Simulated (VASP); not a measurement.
Wanted: the native input for a VASP 6.6.1 run.

```yaml
Task: single point
Functional: PBE
Potentials_or_basis: VASP PAW PBE potentials, release 64 (Li_sv, O)
Cutoff: 520 eV
k_mesh: 10 × 10 × 10
Occupations: fermi-dirac, width 0.0612256 eV
Spin: no spin polarisation
Dipole_correction: no
Further_INCAR_settings: ALGO = Normal; EDIFF = 1e-07; NBANDS = 18
```

The structure of LiO3 (ReO3 type) lies in POSCAR:

```
LiO3
1.0
    3.5606987629      0.0000000000      0.0000000000
    0.0000000000      3.5606987629      0.0000000000
    0.0000000000      0.0000000000      3.5606987629
Li O
1 3
Direct
    0.0000000000      0.0000000000      0.0000000000
    0.5000000000      0.0000000000      0.0000000000
    0.0000000000      0.5000000000      0.0000000000
    0.0000000000      0.0000000000      0.5000000000
```

The input as run:

INCAR

```
SYSTEM = LiO3
PREC = Accurate
ENCUT = 520
EDIFF = 1E-7
ISMEAR = -1
SIGMA = 0.06122561905347299
LREAL = .FALSE.
LASPH = .TRUE.
NELM = 80
ALGO = Normal
ISIF = 2
LWAVE = .FALSE.
LCHARG = .TRUE.
GGA = PE
LELF = .TRUE.
LVHAR = .TRUE.
NBANDS = 18
```

KPOINTS

```
Automatic mesh
0
G
  10 10 10
  0 0 0
```

Potentials or basis: VASP PAW PBE potentials, release 64 (Li_sv, O).

Run with:

```console
$ cat potpaw_PBE.64/Li_sv/POTCAR potpaw_PBE.64/O/POTCAR > POTCAR
$ mpirun -np 1 vasp_std > vasp.out
```

It gave:

```
Band gap on the k mesh : zero (an odd number of electrons rules out a gap without spin polarisation)
```

Caveat: an odd number of electrons without spin polarisation forces a metal; a magnetic or distorted state may lie lower.

Wall time 57 s on 1 thread of Intel Xeon 8259CL, on a shared host, peak memory 0.17 GiB.
